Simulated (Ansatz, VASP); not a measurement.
## Ti2W in VASP and in Ansatz

```
Ti W
1.0
     2.80127    0.00000    0.00000
    -1.40063    2.42597    0.00000
     0.00000    0.00000   13.49637
Ti W
4 2
Cartesian
  0.0000 1.6173 6.7482
  1.4006 0.8087 0.0000
  1.4006 0.8087 4.4988
  1.4006 0.8087 8.9976
  0.0000 1.6173 11.2470
  0.0000 1.6173 2.2494
```

Alike in both runs: task relaxation of cell and atoms; functional PBE; k mesh 6 × 6 × 2; occupations gaussian, width 0.1 eV; no spin polarisation.

|  | VASP | Ansatz |
| --- | --- | --- |
| version | VASP 6.6.1 | Ansatz 0.2.0 |
| potentials or method | VASP PAW PBE potentials, release 64 (Ti_sv, W_sv), cutoff 600 eV | scalar-relativistic, plane waves, PAW |
| valence electrons in the cell | 76 | 76 |

```csv
,VASP,Ansatz,Ansatz less VASP
"gap on the k mesh at the Fermi level, each at its own relaxed structure (eV)",none,none,-
relaxed volume (Å³/atom),16.81,16.82,+0.003
relaxed cell length with the largest relative difference (Å),14.300,14.298,-0.0023
```

A gap of «none» marks a metal or a gap that the smearing closes.

The k mesh is coarse, so the values compare programs but aren't converged. Neither program's run includes spin-orbit coupling.
